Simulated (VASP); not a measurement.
Runs of VASP 6.6.1 on Sr. The structure is that of space group Fm-3m (No. 225), or close to it. The cells are those of the table. 

```csv
cell,gap on the mesh (eV),pressure (GPa)
"a = 4.523 Å, angles 60.0°, 1 atom",none,-1.0
"a = 4.236 Å, angles 60.0°, 1 atom",none,1.1
"a = 4.174 Å, angles 60.0°, 1 atom",-,(a)
"a = 4.356 Å, angles 60.0°, 1 atom",none,(b)
"a = 4.297 Å, angles 60.0°, 1 atom",none,0.5
"a = 4.469 Å, angles 60.0°, 1 atom",none,-0.7
"a = 4.413 Å, angles 60.0°, 1 atom",none,-0.4
```

Alike in all rows: task single point; level RPBE; potentials or basis VASP PAW PBE potentials, release 64 (Sr_sv); no spin polarisation; k mesh 15 × 15 × 15; cutoff (eV) 520; smearing fermi-dirac 0.1 eV.

Estimate the missing entries.

(a) 1.7; (b) 0.0.

Caveats: the PAW data sets were made with another functional, which shifts forces and pressure a little.

A k mesh can miss the band edges, and the runs leave out spin-orbit coupling on Sr.

A gap of «none» marks levels without a gap at the run's occupations.
